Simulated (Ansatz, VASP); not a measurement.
**CdF2: VASP beside Ansatz**

```
Cd F
1.0
     0.00000    2.61826    2.61826
     2.61826    0.00000    2.61826
     2.61826    2.61826    0.00000
Cd F
1 2
Direct
  0.00000 0.00000 0.00000
  0.25000 0.25000 0.25000
  0.75000 0.75000 0.75000
```

Alike in both runs: task single point; functional PBEsol; k mesh 8 × 8 × 8; occupations gaussian, width 0.05 eV; no spin polarisation.

|  | VASP | Ansatz |
| --- | --- | --- |
| version | VASP 6.6.1 | Ansatz 0.2.0 |
| potentials or method | VASP PAW PBE potentials, release 64 (Cd, F), cutoff 520 eV | scalar-relativistic, plane waves, PAW |
| valence electrons in the cell | 26 | 34 |

VASP gave:

```
gap on the k mesh at the Fermi level (eV) : 3.19
least direct gap on the mesh (eV)         : 3.56
pressure (GPa)                            : 12.3
```

Task: Estimate Ansatz's values.

Result: gap on the k mesh at the Fermi level (eV): 3.23; least direct gap on the mesh (eV): 3.60; pressure (GPa): 11.0.

VASP's potentials were made for PBE, not for PBEsol. VASP's potentials hold 26 valence electrons a cell and Ansatz's 34, so a difference there can come from the potentials and not from the codes.
